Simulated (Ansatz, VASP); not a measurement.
**Two plane-wave programs on CaMg**

```
Ca Mg
1.0
     3.96107    0.00000    0.00000
     0.00000    3.96107    0.00000
     0.00000    0.00000    4.24626
Ca Mg
1 1
Direct
  0.00000 0.00000 0.00000
  0.50000 0.50000 0.50000
```

Alike in both runs: task single point; functional LDA; k mesh 14 × 14 × 14; occupations gaussian, width 0.15 eV; no spin polarisation.

|  | VASP | Ansatz |
| --- | --- | --- |
| version | VASP 6.6.1 | Ansatz 0.2.0 |
| potentials or method | VASP PAW LDA potentials, release 64 (Ca_sv, Mg), cutoff 520 eV | scalar-relativistic, plane waves, PAW |
| valence electrons in the cell | 12 | 20 |

|  | VASP | Ansatz | Ansatz less VASP |
| --- | --- | --- | --- |
| gap on the k mesh at the Fermi level (eV) | none | none | - |
| pressure (GPa) | -3.4 | -3.2 | +0.18 |
| traceless stress, the component that is largest in VASP (GPa) | -0.38 | -0.36 | +0.012 |

LDA's correlation is that of Perdew and Zunger in VASP and of Perdew and Wang (1992) in Ansatz. A gap of «none» marks a metal or a gap that the smearing closes. VASP's potentials hold 12 valence electrons a cell and Ansatz's 20, so a difference there can come from the potentials and not from the codes.
